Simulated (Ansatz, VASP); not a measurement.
**One calculation of Ir3Cl, two programs**

```xyz
4
Lattice="3.9368 0.0000 0.0000 0.0000 3.9368 0.0000 0.0000 0.0000 3.9368" Properties=species:S:1:pos:R:3 pbc="T T T"
Ir    0.0000    1.9684    1.9684
Ir    1.9684    0.0000    1.9684
Ir    1.9684    1.9684    0.0000
Cl    0.0000    0.0000    0.0000
```

Alike in both runs: functional PBE; k mesh 12 × 12 × 12; occupations gaussian, width 0.1 eV; no spin polarisation.

Ansatz relaxed the structure, and its values are those at the end. VASP's run is a single point on that final structure, the one shown.

```csv
,VASP,Ansatz
version,VASP 6.6.1,Ansatz 0.2.0
potentials or method,"VASP PAW PBE potentials, release 64 (Ir, Cl), cutoff 520 eV","scalar-relativistic, plane waves, PAW"
valence electrons in the cell,34,58
```

Ansatz gave:

```
gap on the k mesh at the Fermi level (eV) : none
pressure (GPa)                            : 0.0
```

Q: What did VASP give for the same quantities?

A: gap on the k mesh at the Fermi level (eV): none; pressure (GPa): 0.4.

A gap of «none» marks a metal or a gap that the smearing closes. VASP's potentials hold 34 valence electrons a cell and Ansatz's 58, so a difference there can come from the potentials and not from the codes.

Neither program's run includes spin-orbit coupling.
